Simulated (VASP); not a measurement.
# Os (Fm-3m) in VASP: notebook

Runs on Os. Level: PBEsol. Tasks: relaxation of cell and atoms, single point.

Everything below comes from runs of VASP 6.6.1. Logs are shortened: lines on timing, memory, paths and dates and some standing lists are left out, and cuts for length are marked.

## (1) The cell of the first run

The structure is cubic, space group Fm-3m (No. 225). Conventional cell: a = 3.885 Å, b = 3.885 Å, c = 3.885 Å, α = 90.00°, β = 90.00°, γ = 90.00°. Within 3.6 Å of Os (site symmetry m-3m) lie 12 Os at 2.75 Å.

## (2) Relaxation of cell and atoms, PBEsol

The input, INCAR:

```
SYSTEM = Os
PREC = Accurate
ENCUT = 600
EDIFF = 1E-6
ISMEAR = 0
SIGMA = 0.1
LREAL = .FALSE.
LASPH = .TRUE.
NELM = 80
ALGO = Normal
ISIF = 3
LWAVE = .FALSE.
LCHARG = .FALSE.
GGA = PS
IBRION = 2
NSW = 80
EDIFFG = -0.05
```

The input, KPOINTS:

```
Automatic mesh
0
G
  8 8 8
  0 0 0
```

The input, POSCAR:

```
Os
1.0
    0.0000000000      1.9427094586      1.9427094586
    1.9427094586      0.0000000000      1.9427094586
    1.9427094586      1.9427094586      0.0000000000
Os
1
Direct
    0.0000000000      0.0000000000      0.0000000000
```

Potentials or basis: VASP PAW PBE potentials, release 64 (Os).

Launch:

```bash
$ cat potpaw_PBE.64/Os/POTCAR > POTCAR
$ mpirun -np 1 vasp_std > vasp.out
```

OUTCAR:

```text
SYSTEM = Os
   PREC = Accurate
   ENCUT = 600
   EDIFF = 1E-6
   ISMEAR = 0
   LREAL = .FALSE.
   LASPH = .TRUE.
   NELM = 80
   ISIF = 3
   GGA = PS
   IBRION = 2
   NSW = 80
   EDIFFG = -0.05

 ion  position               nearest neighbor table
   1  0.000  0.000  0.000-

  LATTYP: Found a face centered cubic cell.
 ALAT       =     3.8854189172

  Lattice vectors:

 A1 = (   0.0000000000,   1.9427094586,   1.9427094586)
 A2 = (   1.9427094586,   0.0000000000,   1.9427094586)
 A3 = (   1.9427094586,   1.9427094586,   0.0000000000)

Analysis of symmetry for initial positions (statically):
=====================================================================
 Subroutine PRICEL returns:
 Original cell was already a primitive cell.

 Routine SETGRP: Setting up the symmetry group for a
 face centered cubic supercell.

 Subroutine GETGRP returns: Found 48 space group operations
 (whereof 48 operations were pure point group operations)
 out of a pool of 48 trial point group operations.

The static configuration has the point symmetry O_h .

Analysis of symmetry for dynamics (positions and initial velocities):
=====================================================================
 Subroutine PRICEL returns:
 Original cell was already a primitive cell.

 Routine SETGRP: Setting up the symmetry group for a
 face centered cubic supercell.

 Subroutine GETGRP returns: Found 48 space group operations
 (whereof 48 operations were pure point group operations)
 out of a pool of 48 trial point group operations.

The dynamic configuration has the point symmetry O_h .

 Subroutine INISYM returns: Found 48 space group operations
 (whereof 48 operations are pure point group operations),
 and found     1 'primitive' translations

----------------------------------------------------------------------------------------

                                     Primitive cell

  volume of cell :      14.6640

  direct lattice vectors                    reciprocal lattice vectors
     0.000000000  1.942709459  1.942709459    -0.257372505  0.257372505  0.257372505
     1.942709459  0.000000000  1.942709459     0.257372505 -0.257372505  0.257372505
     1.942709459  1.942709459  0.000000000     0.257372505  0.257372505 -0.257372505

  length of vectors
     2.747406064  2.747406064  2.747406064     0.445782255  0.445782255  0.445782255

  position of ions in fractional coordinates (direct lattice)
     0.000000000  0.000000000  0.000000000

  ion indices of the primitive-cell ions
   primitive index   ion index
                 1           1

----------------------------------------------------------------------------------------

 KPOINTS: Automatic mesh

Automatic generation of k-mesh.
 Grid dimensions read from file:
 generate k-points for:    8    8    8

 Generating k-lattice:

  Cartesian coordinates                     Fractional coordinates (reciprocal lattice)
    -0.032171563  0.032171563  0.032171563     0.125000000  0.000000000  0.000000000
     0.032171563 -0.032171563  0.032171563     0.000000000  0.125000000  0.000000000
     0.032171563  0.032171563 -0.032171563     0.000000000  0.000000000  0.125000000

  Length of vectors
     0.055722782  0.055722782  0.055722782

  Shift w.r.t. Gamma in fractional coordinates (k-lattice)
     0.000000000  0.000000000  0.000000000

 Subroutine IBZKPT returns following result:
 ===========================================

 Found     29 irreducible k-points:

 Following reciprocal coordinates:
            Coordinates               Weight
  0.000000  0.000000  0.000000      1.000000
  0.125000  0.000000  0.000000      8.000000
  0.250000  0.000000  0.000000      8.000000
  0.375000  0.000000  0.000000      8.000000
  0.500000  0.000000  0.000000      4.000000
  0.125000  0.125000  0.000000      6.000000
[... 16 lines left out ...]
  0.500000  0.250000  0.125000     48.000000
 -0.375000  0.250000  0.125000     24.000000
 [... further k-points ...]
   k-points           NKPTS =     29   k-points in BZ     NKDIM =     29   number of bands    NBANDS=      8
   number of dos      NEDOS =    301   number of ions     NIONS =      1
   total plane-waves  NPLWV =  13824
   dimension x,y,z NGX =    24 NGY =   24 NGZ =   24
   dimension x,y,z NGXF=    48 NGYF=   48 NGZF=   48
   ions per type =               1
   NGX,Y,Z   is equivalent  to a cutoff of  14.52, 14.52, 14.52 a.u.
   NGXF,Y,Z  is equivalent  to a cutoff of  29.04, 29.04, 29.04 a.u.
 SYSTEM =  Os
   PREC   = accura    normal or accurate (medium, high low for compatibility)
   ISTART =      0    job   : 0-new  1-cont  2-samecut
   ICHARG =      2    charge: 1-file 2-atom 10-const
   ISPIN  =      1    spin polarized calculation?
   LNONCOLLINEAR =      F non collinear calculations
   LSORBIT =      F    spin-orbit coupling
   LASPH  =      T    aspherical Exc in radial PAW
   ENCUT  =  600.0 eV  44.10 Ry    6.64 a.u.   5.49  5.49  5.49*2*pi/ulx,y,z
   NELM   =     80;   NELMIN=  2; NELMDL= -5     # of ELM steps
   EDIFF  = 0.1E-05   stopping-criterion for ELM
   LREAL  =      F    real-space projection
   EDIFFG = -.5E-01   stopping-criterion for IOM
   NSW    =     80    number of steps for IOM
   IBRION =      2    ionic relax: 0-MD 1-quasi-New 2-CG
   NFREE  =      1    steps in history (QN), initial steepest desc. (CG)
   ISIF   =      3    stress and relaxation
   ISYM   =      2    0-nonsym 1-usesym 2-fastsym
   POTIM  = 0.5000    time-step for ionic-motion
   TEBEG  =    0.0;   TEEND  =   0.0 temperature during run
   PSTRESS=    0.0 pullay stress
   NELECT =       8.0000    total number of electrons
   NUPDOWN=      -1.0000    fix difference up-down
   EMIN   =  10.00;   EMAX   =-10.00  energy-range for DOS
   EFERMI =   0.00;   METHOD = LEGACY
   ISMEAR =     0;   SIGMA  =   0.10  broadening in eV -4-tet -1-fermi 0-gaus
   EFERMI_NEDOS =   21; number of points for ismear=-14 and -15
   IALGO  =     38    algorithm
   IMIX   =      4    mixing-type and parameters
     AMIX     =   0.40;   BMIX     =  1.00
     AMIX_MAG =   1.60;   BMIX_MAG =  1.00
  volume/ion in A,a.u.               =      14.66        98.96
  Fermi-wavevector in a.u.,A,eV,Ry     =   1.337684  2.527857 24.346256  1.789399
  Thomas-Fermi vector in A             =   2.466214
   LORBIT       =      0    0 simple, 1 ext, 2 COOP (PROOUT), +10 PAW based schemes
   GGA     = PS    functional components
   LHFCALC =     F    Hartree Fock is set to
   AEXX    =    0.0000 exact exchange contribution
   IVDW    =     0    specifies the selected vdW correction
   LEPSILON=     F    determine dielectric tensor
   LRPA    =     F    only Hartree local field effects (RPA)
 conjugate gradient relaxation of ions
 non-spin polarized calculation
 Gauss-broadening in eV      SIGMA  =   0.10
  energy-cutoff  :      600.00
  volume of cell :       14.66
 maximum number of plane-waves:       531
 NGX is ok and might be reduce to    24
   NGX = 11   NGY = 11   NGZ = 11

--------------------------------------- Ionic step        1  -------------------------------------------

 number of electron       8.0000000 magnetization

 Free energy of the ion-electron system (eV)
  ---------------------------------------------------
  ext. energy  EPLUGINS =         0.00000000
  ---------------------------------------------------
  free energy    TOTEN  =       -12.07274715 eV

  energy without entropy =      -12.06469755  energy(sigma->0) =      -12.06872235

------------------------ aborting loop because EDIFF is reached ----------------------------------------

  FORCE on cell =-STRESS in cart. coord.  units (eV):
  Direction    XX          YY          ZZ          XY          YZ          ZX
  --------------------------------------------------------------------------------------
  -------------------------------------------------------------------------------------
  Total       -1.7378062     -1.7378062     -1.7378062      0.0000000      0.0000000     -0.0000000
  in kB     -189.8708787   -189.8708787   -189.8708787      0.0000000      0.0000000     -0.0000000
  external PRESSURE =    -189.8708787 kB  Pullay stress =       0.0000000 kB

 VOLUME and BASIS-vectors are now :
 -----------------------------------------------------------------------------
  energy-cutoff  :      600.00
  volume of cell :       14.66
      direct lattice vectors                 reciprocal lattice vectors
     0.000000000  1.942709459  1.942709459    -0.257372505  0.257372505  0.257372505
     1.942709459  0.000000000  1.942709459     0.257372505 -0.257372505  0.257372505
     1.942709459  1.942709459  0.000000000     0.257372505  0.257372505 -0.257372505

 POSITION                                       TOTAL-FORCE (eV/Angst)
 -----------------------------------------------------------------------------------
      0.00000      0.00000      0.00000        -0.000000     -0.000000     -0.000000
 -----------------------------------------------------------------------------------
    total drift:                               -0.000000      0.000000     -0.000000

  FREE ENERGIE OF THE ION-ELECTRON SYSTEM (eV)
  ---------------------------------------------------
  free  energy   TOTEN  =       -12.0727471471 eV

  energy  without entropy=      -12.0646975480  energy(sigma->0) =      -12.06872235

--------------------------------------- Ionic step        2  -------------------------------------------

 number of electron       8.0000000 magnetization

 E-fermi :  12.5038     XC(G=0): -15.4030

 val. band max:       12.4902292240   @ k =  -0.2500   0.2500   0.0000
 cond. band min:      12.6150575962   @ k =   0.1250   0.0000   0.0000
 fundamental gap:      0.1248283723
 Fermi energy:        12.5038444077

 k-point     1 :       0.0000    0.0000    0.0000
  band No.  band energies     occupation
      1      -0.0962      2.00000
      2       8.6484      2.00000
      3       8.6484      2.00000
      4       8.6484      2.00000
      5      12.9162      0.00000
      6      12.9162      0.00000
      7      26.7341      0.00000
      8      33.9120      0.00000

 k-point     2 :       0.1250    0.0000    0.0000
  band No.  band energies     occupation
      1       0.8087      2.00000
      2       8.1188      2.00000
      3       9.0434      2.00000
      4       9.0434      2.00000
      5      12.6151      0.11577
      6      12.6151      0.11577
      7      28.3897      0.00000
      8      31.1060      0.00000
[... 299 lines left out ...]
 POSITION                                       TOTAL-FORCE (eV/Angst)
 -----------------------------------------------------------------------------------
      0.00000      0.00000      0.00000         0.000000     -0.000000     -0.000000
 -----------------------------------------------------------------------------------
    total drift:                               -0.000000      0.000000     -0.000000

  FREE ENERGIE OF THE ION-ELECTRON SYSTEM (eV)
  ---------------------------------------------------
  free  energy   TOTEN  =       -12.1160086035 eV

  energy  without entropy=      -12.1082479156  energy(sigma->0) =      -12.11212826

--------------------------------------- Ionic step        4  -------------------------------------------

 number of electron       8.0000000 magnetization

 Free energy of the ion-electron system (eV)
  ---------------------------------------------------
  ext. energy  EPLUGINS =         0.00000000
  ---------------------------------------------------
  free energy    TOTEN  =       -12.11642739 eV

  energy without entropy =      -12.10868392  energy(sigma->0) =      -12.11255566

 E-fermi :   8.9822     XC(G=0): -14.1577

 val. band max:        8.9526857293   @ k =  -0.3750   0.3750   0.1250
 cond. band min:       9.0212599854   @ k =  -0.2500   0.2500   0.0000
 fundamental gap:      0.0685742561
 Fermi energy:         8.9821921648

 k-point     1 :       0.0000    0.0000    0.0000
  band No.  band energies     occupation
      1      -1.6843      2.00000
      2       6.1768      2.00000
      3       6.1768      2.00000
      4       6.1768      2.00000
      5       9.2371      0.00031
      6       9.2371      0.00031
      7      23.4851      0.00000
      8      29.2661      0.00000

 k-point     2 :       0.1250    0.0000    0.0000
  band No.  band energies     occupation
      1      -0.9760      2.00000
      2       5.7899      2.00000
      3       6.4703      2.00000
      4       6.4703      2.00000
      5       9.0540      0.30986
      6       9.0540      0.30986
      7      24.7338      0.00000
      8      26.7169      0.00000
[... 264 lines left out ...]
 POSITION                                       TOTAL-FORCE (eV/Angst)
 -----------------------------------------------------------------------------------
      1.91203      1.91203      3.82405         0.000000      0.000000     -0.000000
 -----------------------------------------------------------------------------------
    total drift:                               -0.000000     -0.000000     -0.000000

  FREE ENERGIE OF THE ION-ELECTRON SYSTEM (eV)
  ---------------------------------------------------
  free  energy   TOTEN  =       -12.1164273947 eV

  energy  without entropy=      -12.1086839236  energy(sigma->0) =      -12.11255566

 reached required accuracy - stopping structural energy minimisation
```

Wall time 13 s (1 thread of Intel Xeon Platinum 8259CL at 2.50GHz (Skylake/Cascade Lake), shared host); peak memory 0.15 GiB.

What came out:

```
Free energy                            : -12.1164 eV
Relaxed volume                         : 13.98 Å³/atom
Relaxed cell                           : a = 2.704 Å, b = 2.704 Å, c = 2.704 Å, α = 60.00°, β = 60.00°, γ = 60.00°
Space group after relaxing (to 0.05 Å) : Fm-3m (No. 225)
Energy gained by relaxing              : 43.7 meV/atom
Ionic steps                            : 4
Pressure after relaxing                : -0.6 GPa
Band gap on the k mesh                 : zero (band 4 reaches 11.63 eV, above the bottom of band 5 at 8.26 eV)
```

Step by step:
| step | energy change (eV) | largest force (eV/Å) | pressure (GPa) | volume (Å³) |
| --- | --- | --- | --- | --- |
| 1 | 0.0000 | 0.0000 | -18.99 | 14.66 |
| 2 | 1.0093 | 0.0000 | 153.57 | 11.28 |
| 3 | -0.0433 | 0.0000 | -2.11 | 14.03 |
| 4 | -0.0437 | 0.0000 | -0.57 | 13.98 |

Final structure:
```yaml
crystal:
  lattice:
    - [0.00000, 1.91203, 1.91203]
    - [1.91203, 0.00000, 1.91203]
    - [1.91203, 1.91203, 0.00000]
  atoms:
    - { symbol: Os, position: [0.00000, 0.00000, 0.00000] }
```

Levels at points of the mesh, in eV from the Fermi level:
| k point | band 1 | band 2 | band 3 | band 4 | band 5 | band 6 | band 7 | band 8 |
| --- | --- | --- | --- | --- | --- | --- | --- | --- |
| (0.00, 0.00, 0.00) | -10.67 | -2.81 | -2.81 | -2.81 | 0.25 | 0.25 | 14.50 | 20.28 |
| (0.50, 0.00, 0.00) | -7.53 | -2.97 | -2.97 | -0.04 | 2.69 | 2.69 | 9.22 | 14.01 |
| (0.50, 0.50, 0.00) | -7.44 | -6.70 | 2.56 | 2.64 | 3.39 | 3.39 | 12.48 | 12.48 |

Caveat: the PAW data sets were made with another functional, which shifts forces and pressure a little; spin-orbit coupling is left out, which moves the levels of the heavy elements.

(Part 1 of 2 ends here.)
